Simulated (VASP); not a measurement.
Wanted: the native input for a VASP 6.6.1 run.

| Item | Value |
| --- | --- |
| Task | dielectric tensor |
| Functional | LDA |
| Potentials or basis | VASP PAW LDA potentials, release 64 (P, B) |
| Cutoff | 520 eV |
| k mesh | 10 × 10 × 10 |
| Occupations | gaussian, width 0.01 eV |
| Spin | no spin polarisation |
| Dipole correction | no |
| Further INCAR settings | ALGO = Normal; EDIFF = 1e-08 |

The structure of BP lies in POSCAR:

```
BP
1.0
    0.0000000000      2.2690000000      2.2690000000
    2.2690000000      0.0000000000      2.2690000000
    2.2690000000      2.2690000000      0.0000000000
P B
1 1
Direct
    0.7500000000      0.7500000000      0.7500000000
    0.0000000000      0.0000000000      0.0000000000
```

These files were run (other wordings do the same):

INCAR

```
PREC = Accurate
ENCUT = 520
EDIFF = 1E-8
ISMEAR = 0
SIGMA = 0.01
LREAL = F
LASPH = T
NELM = 100
ALGO = Normal
ISIF = 2
LWAVE = F
LCHARG = F
GGA = CA
LEPSILON = T
```

KPOINTS

```
Automatic mesh
0
Gamma
  10 10 10
```

Potentials or basis: VASP PAW LDA potentials, release 64 (P, B).

The run is started by

```bash
$ cat potpaw_LDA.64/P/POTCAR potpaw_LDA.64/B/POTCAR > POTCAR
$ mpirun -np 1 vasp_std > vasp.out
```

It gave:

```
Band gap on the k mesh                  : 1.19 eV, indirect (least direct gap 3.38 eV)
Electronic dielectric tensor (diagonal) : 9.29
Born charges (mean of the diagonal)     : P +0.52; B -0.52 e
```

Run time: 100 s on 1 thread of AMD EPYC 7R13 Processor (Zen 3) (shared host), peak memory 0.17 GiB.
